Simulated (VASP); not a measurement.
## Nb5O: single point with PBE

The system is Nb5O.

```xyz
6
Lattice="4.6905 0.0000 0.0000 -2.3453 4.0621 0.0000 0.0000 0.0000 5.3153" Properties=species:S:1:pos:R:3 pbc="T T T"
Nb    0.0000    2.7081    1.3668
Nb    0.0000    2.7081    3.9484
Nb    2.3453    1.3540    3.9484
Nb    2.3453    1.3540    1.3668
Nb    0.0000    0.0000    2.6576
O     0.0000    0.0000    0.0000
```

The cell was built from a structure type or drawn by symmetry, and may not be a known phase.

```yaml
Program: VASP 6.6.1
Task: single point
Functional: PBE
Potentials_or_basis: VASP PAW PBE potentials, release 64 (Nb_sv, O)
Cutoff: 520 eV
k_mesh: 6 × 6 × 4
Occupations: gaussian, width 0.1 eV
Spin: no spin polarisation
```

```yaml
Pressure: 0.0 GPa
Largest_force: 0.032 eV/Å
Band_gap_on_the_k_mesh: zero (an odd number of electrons rules out a gap without spin polarisation)
```

Forces on the atoms (eV/Å):
```
Nb   0.000  0.000  0.032
Nb   0.000  0.000 -0.032
Nb   0.000  0.000 -0.032
Nb   0.000  0.000  0.032
Nb   0.000  0.000  0.000
O    0.000  0.000  0.000
```

Stress tensor (GPa, compression positive):
```
-0.10  0.00  0.00
 0.00 -0.10  0.00
 0.00  0.00  0.08
```

Levels at points of the mesh, in eV from the Fermi level:
```
           k point  band 34  band 35  band 36  band 37  band 38  band 39
(0.00, 0.00, 0.00)    -0.51    -0.51    -0.37     0.21     1.03     1.03
(0.50, 0.00, 0.00)    -1.29    -0.91    -0.68    -0.07     1.08     1.45
(0.00, 0.00, 0.50)    -0.80    -0.59    -0.49     0.56     0.56     1.03
(0.50, 0.00, 0.50)    -0.99    -0.37     0.46     0.49     0.61     1.10
```

It took 46 s on 1 thread of Intel(R) Xeon(R) 6975P-C (Granite Rapids), on a shared host, peak memory 0.24 GiB.

Caveat: an odd number of electrons without spin polarisation forces a metal; a magnetic or distorted state may lie lower.
